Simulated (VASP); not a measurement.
# Pd: single point with LDA

Crystal: Pd.

```xyz
2
Lattice="2.7695 0.0000 0.0000 -1.3848 2.3985 0.0000 0.0000 0.0000 4.6287" Properties=species:S:1:pos:R:3 pbc="T T T"
Pd    0.0000    1.5990    1.1572
Pd    1.3848    0.7995    3.4715
```

This cell differs from its parent crystal: volume scaled by 1.08.

| Quantity | Value |
| --- | --- |
| Program | VASP 6.6.1 |
| Task | single point |
| Functional | LDA |
| Potentials or basis | VASP PAW LDA potentials, release 64 (Pd) |
| Cutoff | 520 eV |
| k mesh | 15 × 15 × 8 |
| Occupations | fermi-dirac, width 0.1 eV |
| Spin | no spin polarisation |

```yaml
Pressure: -13.7 GPa
Band_gap_on_the_k_mesh: zero (band 10 reaches 9.08 eV, above the bottom of band 11 at 8.24 eV)
```

Stress tensor (GPa, compression positive):
```
-13.60   0.00   0.00
  0.00 -13.60   0.00
  0.00   0.00 -13.80
```

Levels at points of the mesh, in eV from the Fermi level:
```csv
k point,band 7,band 8,band 9,band 10,band 11,band 12,band 13,band 14
"(0.00, 0.00, 0.00)",-2.29,-1.59,-1.59,-0.25,-0.25,0.81,6.55,17.06
"(0.00, 0.00, 0.50)",-2.65,-2.65,-0.69,-0.69,-0.69,-0.69,13.60,13.60
```

Wall time 17 s on 1 thread of Intel(R) Xeon(R) 6975P-C (Granite Rapids), on a shared host, peak memory 0.18 GiB.
